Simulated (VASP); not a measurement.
Input of a VASP 6.6.1 run:

File INCAR:

```
SYSTEM = SnO2
ALGO = Normal ; EDIFF = 1E-6
ENCUT = 520 ; GGA = PS
ISIF = 2 ; ISMEAR = 1
LASPH = .TRUE. ; LCHARG = .FALSE.
LREAL = .FALSE. ; LWAVE = .FALSE.
NBANDS = 35 ; NELM = 60
PREC = Accurate ; SIGMA = 0.1
```

KPOINTS

```
k-points
0
G
  12 12 2
  0 0 0
```

The input POSCAR:

```
SnO2
1.0
    3.3094055293      0.0000000000      0.0000000000
   -1.6547027647      2.8660248048      0.0000000000
    0.0000000000      0.0000000000     11.0538475842
Sn O
2 4
Direct
    0.0000000000      0.0000000000      0.5000000000
    0.0000000000      0.0000000000      0.0000000000
    0.6666666667      0.3333333333      0.4058600000
    0.6666666667      0.3333333333      0.0941400000
    0.3333333333      0.6666666667      0.5941400000
    0.3333333333      0.6666666667      0.9058600000
```

Potentials or basis: VASP PAW PBE potentials, release 64 (Sn_d, O).

The run is started by

```console
$ cat potpaw_PBE.64/Sn_d/POTCAR potpaw_PBE.64/O/POTCAR > POTCAR
$ mpirun -np 1 vasp_std > vasp.out
```

(1) What does it give for the pressure?

(2) Predict the band gap on the k mesh.

## Answers

(1) -11.0 GPa.

(2) 1.66 eV (least direct gap 1.97 eV).

Caveat: the cell stands under tension; the PAW data sets were made with another functional, which shifts forces and pressure a little; spin-orbit coupling is left out, which moves the levels of the heavy elements.
